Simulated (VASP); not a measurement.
Set up this calculation in VASP 6.6.1, as the native input.

```
Task                   : relaxation of cell and atoms
Functional             : PBEsol
Potentials or basis    : VASP PAW PBE potentials, release 64 (Na_pv)
Cutoff                 : 600 eV
k mesh                 : 12 × 12 × 12
Occupations            : methfessel-paxton, width 0.1 eV
Spin                   : no spin polarisation
Target pressure        : 5 GPa
Dipole correction      : no
Further INCAR settings : ALGO = Normal; EDIFF = 1e-07; IBRION = 2; EDIFFG = -0.01; NSW = 80; ISIF = 3
```

The structure of Na lies in POSCAR:

```
Na
1.0
    3.5100000000      0.0000000000      0.0000000000
    0.0000000000      3.5100000000      0.0000000000
    0.0000000000      0.0000000000      3.5100000000
Na
1
Direct
    0.0000000000      0.0000000000      0.0000000000
```

This isn't the form of Na at room conditions, which is bcc.

One way to write it, as run:

INCAR

```
ALGO     = Normal         # electronic algorithm
EDIFF    = 1E-7           # SCF threshold, eV
EDIFFG   = -0.01          # ionic threshold
ENCUT    = 600            # plane-wave cutoff, eV
GGA      = PS             # functional
IBRION   = 2              # ionic algorithm
ISIF     = 3              # what is computed and relaxed
ISMEAR   = 1              # smearing method
LASPH    = True           # aspherical terms in the spheres
LCHARG   = False          # write CHGCAR
LREAL    = False          # projectors in reciprocal space
LWAVE    = False          # write WAVECAR
NELM     = 60             # most SCF steps
NSW      = 80             # ionic steps
PREC     = Accurate       # precision mode
PSTRESS  = 50.0         
SIGMA    = 0.1            # smearing width, eV
```

KPOINTS

```
k-points
0
Gamma
  12 12 12
```

Potentials or basis: VASP PAW PBE potentials, release 64 (Na_pv).

Run with:

```console
$ cat potpaw_PBE.64/Na_pv/POTCAR > POTCAR
$ mpirun -np 1 vasp_std > vasp.out
```

Results of the run:

| Property | Result |
| --- | --- |
| Relaxed volume | 26.42 Å³/atom |
| Relaxed cell | a = 2.978 Å, b = 2.978 Å, c = 2.978 Å, α = 90.00°, β = 90.00°, γ = 90.00° |
| Space group after relaxing (to 0.1 Å) | Pm-3m (No. 221) |
| Energy change on relaxing (the run minimises the enthalpy) | +133.9 meV/atom |
| Ionic steps | 6 |
| Pressure after relaxing | 5.0 GPa |
| Band gap on the k mesh | zero (an odd number of electrons rules out a gap without spin polarisation) |

Caveat: the cell is relaxed towards a set pressure, so the run minimises the enthalpy, not the energy; the volume moved by over 15 % at a fixed basis, so the end points are rough; the PAW data sets were made with another functional, which shifts forces and pressure a little.

It took 33 s on 1 thread of Intel(R) Xeon(R) 6975P-C (Granite Rapids) (shared host), peak memory 0.17 GiB.
